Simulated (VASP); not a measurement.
Wanted: the native input for a VASP 6.6.1 run.

```yaml
Task: single point
Functional: PBEsol
Potentials_or_basis: VASP PAW PBE potentials, release 64 (Al, Ga_d, Sb)
Cutoff: 520 eV
k_mesh: 4 × 4 × 4
Occupations: gaussian, width 0.1 eV
Spin: no spin polarisation
Dipole_correction: no
Further_INCAR_settings: LREAL = Auto; ALGO = Normal; EDIFF = 1e-06; NBANDS = 71
```

The structure of Al3Ga5Sb8 lies in POSCAR:

```
Al3Ga5Sb8
1.0
   -6.1210000000      6.1210000000      0.0000000000
   -6.1210000000      0.0000000000      6.1210000000
    0.0000000000      6.1210000000      6.1210000000
Al Ga Sb
3 5 8
Direct
    0.0000000000      0.0000000000      0.0000000000
    0.5000000000      0.0000000000      0.0000000000
    0.0000000000      0.5000000000      0.0000000000
    0.0000000000      0.0000000000      0.5000000000
    0.5000000000      0.5000000000      0.0000000000
    0.5000000000      0.0000000000      0.5000000000
    0.0000000000      0.5000000000      0.5000000000
    0.5000000000      0.5000000000      0.5000000000
    0.8750000000      0.8750000000      0.3750000000
    0.3750000000      0.8750000000      0.3750000000
    0.8750000000      0.3750000000      0.3750000000
    0.8750000000      0.8750000000      0.8750000000
    0.3750000000      0.3750000000      0.3750000000
    0.3750000000      0.8750000000      0.8750000000
    0.8750000000      0.3750000000      0.8750000000
    0.3750000000      0.3750000000      0.8750000000
```

The input as run:

INCAR

```
PREC = Accurate
ENCUT = 520
EDIFF = 1E-6
ISMEAR = 0
SIGMA = 0.1
LREAL = Auto
LASPH = True
NELM = 60
ALGO = Normal
ISIF = 2
LWAVE = False
LCHARG = False
GGA = PS
NBANDS = 71
```

KPOINTS

```
regular mesh
0
Gamma
  4 4 4
```

Potentials or basis: VASP PAW PBE potentials, release 64 (Al, Ga_d, Sb).

The run is started by

```bash
$ cat potpaw_PBE.64/Al/POTCAR potpaw_PBE.64/Ga_d/POTCAR potpaw_PBE.64/Sb/POTCAR > POTCAR
$ mpirun -np 1 vasp_std > vasp.out
```

It gave:

- Pressure: 0.4 GPa
- Largest force: 0.115 eV/Å
- Band gap on the k mesh: 0.26 eV

Caveat: the PAW data sets were made with another functional, which shifts forces and pressure a little; spin-orbit coupling is left out, which moves the levels of the heavy elements.

Wall time 22 min on 1 thread of Intel Xeon 8259CL, with other jobs on the host, peak memory 0.71 GiB.
